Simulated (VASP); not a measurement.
Ga13B3As16: relaxation of volume and atoms at fixed shape with PBEsol

The system is Ga13B3As16.

```
CELL_PARAMETERS angstrom
10.98100 0.00000 0.00000
0.00000 10.98100 0.00000
0.00000 0.00000 10.98100
ATOMIC_POSITIONS crystal
Ga 0.00099 0.99884 0.99923
Ga 0.99622 0.00088 0.50064
Ga 0.00461 0.50265 0.99743
Ga 0.50025 0.99959 0.50132
Ga 0.50274 0.50189 0.00096
Ga 0.24932 0.24964 0.00046
Ga 0.25097 0.75072 0.99765
Ga 0.74986 0.24874 0.99927
Ga 0.75206 0.24948 0.50133
Ga 0.75150 0.74723 0.00101
Ga 0.75032 0.74692 0.50000
Ga 0.25027 0.00112 0.74655
Ga 0.25177 0.50059 0.25055
Ga 0.24880 0.50153 0.74922
Ga 0.74764 0.00085 0.25122
Ga 0.74762 0.99999 0.75036
Ga 0.74564 0.49857 0.25152
Ga 0.74891 0.49917 0.75156
Ga 0.00057 0.24879 0.25052
Ga 0.00087 0.24723 0.75107
Ga 0.99722 0.74945 0.24879
Ga 0.00416 0.74850 0.75289
Ga 0.50437 0.25089 0.25037
Ga 0.49911 0.25264 0.75043
Ga 0.50017 0.75157 0.25033
Ga 0.49916 0.74781 0.74931
B 0.00102 0.49844 0.49837
B 0.50142 0.99977 0.00156
B 0.50079 0.49795 0.50181
B 0.24924 0.25021 0.50407
B 0.24722 0.75016 0.50118
B 0.24780 0.99579 0.24869
As 0.12145 0.12740 0.12515
As 0.12540 0.12828 0.62564
As 0.12613 0.62012 0.12717
As 0.12387 0.62351 0.62409
As 0.62425 0.12192 0.12645
As 0.61986 0.12281 0.62512
As 0.62480 0.62314 0.12386
As 0.62397 0.62548 0.62206
As 0.37062 0.37356 0.13033
As 0.37645 0.37578 0.62807
As 0.37029 0.87631 0.12468
As 0.37423 0.87441 0.62632
As 0.87623 0.37706 0.12460
As 0.87704 0.37290 0.62354
As 0.87574 0.87403 0.12326
As 0.87357 0.87375 0.62462
As 0.37561 0.12579 0.37374
As 0.37860 0.12556 0.87519
As 0.37287 0.62806 0.37549
As 0.37535 0.62477 0.87360
As 0.87654 0.12632 0.37580
As 0.87415 0.12633 0.87497
As 0.87221 0.62359 0.37510
As 0.87658 0.62853 0.87422
As 0.12472 0.37455 0.37451
As 0.12427 0.37357 0.87403
As 0.12396 0.87209 0.37346
As 0.12301 0.87669 0.87810
As 0.62783 0.37393 0.37740
As 0.62327 0.37404 0.87424
As 0.62541 0.87342 0.37923
As 0.62610 0.87301 0.87460
```

```
Program                : VASP 6.6.1
Task                   : relaxation of volume and atoms at fixed shape
Functional             : PBEsol
Potentials or basis    : VASP PAW PBE potentials, release 64 (Ga_d, B, As)
Cutoff                 : 560 eV
k mesh                 : 1 × 1 × 1, shifted
Occupations            : fermi-dirac, width 0.05 eV
Spin                   : no spin polarisation
Dipole correction      : no
Further INCAR settings : LREAL = Auto; ALGO = Normal; EDIFF = 1e-07; ISYM = -1; IBRION = 2; EDIFFG = -0.03; NSW = 100; ISIF = 8
```

```
Relaxed volume                        : 20.73 Å³/atom
Relaxed cell                          : a = 10.988 Å, b = 10.988 Å, c = 10.988 Å, α = 90.00°, β = 90.00°, γ = 90.00°
Space group after relaxing (to 0.1 Å) : P1 (No. 1)
Energy gained by relaxing             : 117.8 meV/atom
Ionic steps                           : 20
Pressure after relaxing               : 0.0 GPa
Largest force after relaxing          : 0.027 eV/Å
Band gap on the k mesh                : 1.16 eV
```

Forces in eV/Å, atoms in the order of the input:
```
Ga   0.001  0.011  0.001
Ga  -0.015  0.000  0.005
Ga  -0.010  0.002 -0.011
Ga   0.003 -0.004 -0.004
Ga  -0.007  0.003 -0.001
Ga  -0.005  0.002 -0.004
Ga   0.003 -0.008  0.001
Ga  -0.012  0.000  0.005
Ga   0.004  0.003  0.000
Ga  -0.013  0.006  0.005
Ga  -0.001 -0.005 -0.011
Ga  -0.003 -0.003 -0.006
Ga   0.002 -0.001 -0.004
Ga   0.002 -0.001  0.007
Ga  -0.005  0.011  0.008
Ga  -0.011  0.015 -0.006
Ga   0.001  0.001  0.002
Ga  -0.004 -0.001 -0.012
Ga   0.011  0.005  0.001
Ga  -0.004 -0.004 -0.001
Ga  -0.004  0.004  0.002
Ga   0.001 -0.022  0.003
Ga   0.006  0.000  0.005
Ga  -0.019  0.011 -0.001
Ga  -0.022 -0.015 -0.006
Ga   0.000 -0.003 -0.006
B    0.013 -0.005  0.000
B   -0.006 -0.005  0.001
B    0.003 -0.001 -0.007
B    0.002  0.001 -0.003
B    0.000  0.002 -0.006
B    0.010  0.006  0.009
As   0.012 -0.002 -0.008
As   0.004  0.001 -0.011
As  -0.004  0.002  0.003
As  -0.004  0.000 -0.001
As  -0.002 -0.009 -0.006
As  -0.007 -0.008  0.021
As  -0.003  0.008  0.011
As  -0.004  0.000 -0.011
As   0.006  0.005 -0.004
As  -0.004 -0.002 -0.003
As   0.004 -0.018  0.005
As   0.002  0.016  0.001
As   0.003  0.007  0.006
As   0.014 -0.008 -0.008
As   0.010  0.006  0.010
As   0.020 -0.001  0.004
As   0.008 -0.005 -0.001
As  -0.015 -0.005  0.002
As  -0.008 -0.004 -0.004
As   0.020  0.002  0.005
As   0.004 -0.005  0.017
As   0.003 -0.006 -0.001
As  -0.010  0.013  0.003
As   0.007 -0.009 -0.003
As   0.016  0.000 -0.008
As  -0.013  0.004  0.013
As   0.000  0.007  0.011
As   0.017  0.003 -0.008
As  -0.005  0.008  0.016
As  -0.006 -0.013 -0.013
As   0.009 -0.002 -0.006
As   0.011  0.006  0.005
```

Stress tensor (GPa, compression positive):
```
 0.00 -0.86 -0.78
-0.86 -0.20 -0.86
-0.78 -0.86  0.16
```

The path:
| step | energy change (eV) | largest force (eV/Å) | pressure (GPa) | volume (Å³) |
| --- | --- | --- | --- | --- |
| 1 | 0.0000 | 2.9990 | 2.13 | 1324.11 |
| 2 | -4.1778 | 1.4583 | -1.93 | 1377.40 |
| 3 | -4.6354 | 0.9995 | -3.29 | 1401.89 |
| 4 | -6.5213 | 0.9129 | 0.14 | 1329.69 |
| 5 | -6.5483 | 0.9063 | 0.69 | 1320.20 |
| 6 | -7.2029 | 0.3619 | 0.37 | 1321.84 |
| 7 | -7.3010 | 0.4820 | 0.24 | 1322.75 |
| 8 | -7.4487 | 0.1528 | -0.24 | 1330.61 |
| 9 | -7.4544 | 0.1820 | -0.35 | 1332.46 |
| 10 | -7.4915 | 0.1496 | 0.20 | 1323.21 |
| 11 | -7.4922 | 0.1619 | 0.29 | 1321.70 |
| 12 | -7.5165 | 0.0975 | 0.04 | 1325.69 |
| 13 | -7.5176 | 0.1187 | -0.01 | 1326.71 |
| 14 | -7.5267 | 0.0750 | -0.04 | 1327.35 |
| 15 | -7.5282 | 0.0812 | -0.06 | 1327.72 |
| 16 | -7.5330 | 0.0629 | 0.06 | 1325.66 |
| 17 | -7.5334 | 0.0668 | 0.11 | 1324.82 |
| 18 | -7.5364 | 0.0430 | -0.07 | 1327.62 |
| 19 | -7.5364 | 0.0422 | -0.06 | 1327.42 |
| 20 | -7.5381 | 0.0274 | -0.01 | 1326.60 |

Final structure:
```cif
data_structure
_symmetry_space_group_name_H-M 'P 1'
_symmetry_Int_Tables_number 1
_cell_length_a 10.9879
_cell_length_b 10.9879
_cell_length_c 10.9879
_cell_angle_alpha 90.000
_cell_angle_beta 90.000
_cell_angle_gamma 90.000
_cell_volume 1326.60
loop_
_atom_site_label
_atom_site_type_symbol
_atom_site_fract_x
_atom_site_fract_y
_atom_site_fract_z
_atom_site_occupancy
Ga1 Ga 0.00540 0.00014 0.00578 1
Ga2 Ga 0.01311 0.00056 0.49720 1
Ga3 Ga 0.99780 0.49886 0.99926 1
Ga4 Ga 0.48576 0.99847 0.49685 1
Ga5 Ga 0.50181 0.50029 0.99933 1
Ga6 Ga 0.25386 0.23943 0.00757 1
Ga7 Ga 0.25408 0.76062 0.00486 1
Ga8 Ga 0.74551 0.24401 0.99925 1
Ga9 Ga 0.74921 0.26165 0.50241 1
Ga10 Ga 0.74464 0.75503 0.00105 1
Ga11 Ga 0.75143 0.73676 0.50198 1
Ga12 Ga 0.25576 0.99960 0.74403 1
Ga13 Ga 0.25001 0.50084 0.26226 1
Ga14 Ga 0.24957 0.49979 0.73469 1
Ga15 Ga 0.74459 0.99937 0.24628 1
Ga16 Ga 0.74401 0.99977 0.75834 1
Ga17 Ga 0.75053 0.50034 0.26114 1
Ga18 Ga 0.74953 0.50132 0.73876 1
Ga19 Ga 0.00661 0.24895 0.25975 1
Ga20 Ga 0.00689 0.25592 0.74164 1
Ga21 Ga 0.01004 0.74959 0.25904 1
Ga22 Ga 0.00371 0.74643 0.73973 1
Ga23 Ga 0.49218 0.24624 0.25413 1
Ga24 Ga 0.49553 0.24854 0.74589 1
Ga25 Ga 0.49470 0.75528 0.25612 1
Ga26 Ga 0.49471 0.74908 0.74563 1
B1 B 0.01255 0.49867 0.49897 1
B2 B 0.49130 0.00113 0.00645 1
B3 B 0.48483 0.49780 0.49793 1
B4 B 0.24662 0.25467 0.49405 1
B5 B 0.25155 0.74244 0.49195 1
B6 B 0.25584 0.00033 0.25664 1
As1 As 0.13855 0.10938 0.14744 1
As2 As 0.14531 0.14263 0.61312 1
As3 As 0.12854 0.62482 0.12592 1
As4 As 0.12608 0.62640 0.59567 1
As5 As 0.60698 0.11206 0.11416 1
As6 As 0.62285 0.12284 0.62225 1
As7 As 0.62389 0.62655 0.13087 1
As8 As 0.60365 0.60694 0.61034 1
As9 As 0.37361 0.37750 0.12807 1
As10 As 0.37134 0.36943 0.59835 1
As11 As 0.37570 0.90202 0.13311 1
As12 As 0.35675 0.85511 0.60919 1
As13 As 0.87328 0.36927 0.12953 1
As14 As 0.89512 0.39400 0.61163 1
As15 As 0.87773 0.87171 0.13029 1
As16 As 0.87271 0.87636 0.62484 1
As17 As 0.34776 0.12799 0.37483 1
As18 As 0.38732 0.11086 0.88629 1
As19 As 0.37463 0.62627 0.39613 1
As20 As 0.37108 0.62459 0.87447 1
As21 As 0.87053 0.12490 0.37570 1
As22 As 0.88162 0.12717 0.87282 1
As23 As 0.89745 0.60940 0.38930 1
As24 As 0.87114 0.62807 0.87011 1
As25 As 0.12687 0.37561 0.39821 1
As26 As 0.13133 0.37273 0.87561 1
As27 As 0.15650 0.87193 0.37370 1
As28 As 0.12440 0.87586 0.86969 1
As29 As 0.60433 0.38869 0.38776 1
As30 As 0.62631 0.37435 0.86929 1
As31 As 0.62698 0.87416 0.37987 1
As32 As 0.60300 0.88683 0.89080 1
```

Levels at points of the mesh, in eV from the valence-band top:
```
           k point  band 255  band 256  band 257  band 258  band 259  band 260  band 261  band 262
(0.25, 0.25, 0.25)     -0.54     -0.46     -0.02      0.00      1.16      1.46      1.49      1.60
```

It took 49 min on 4 MPI ranks on AMD EPYC 9R45 96-Core Processor (Zen 5) (shared host), peak memory 0.58 GiB a rank.

Caveat: the PAW data sets were made with another functional, which shifts forces and pressure a little; a shifted mesh leaves out Γ, where band edges can lie. A k mesh can miss the band edges.
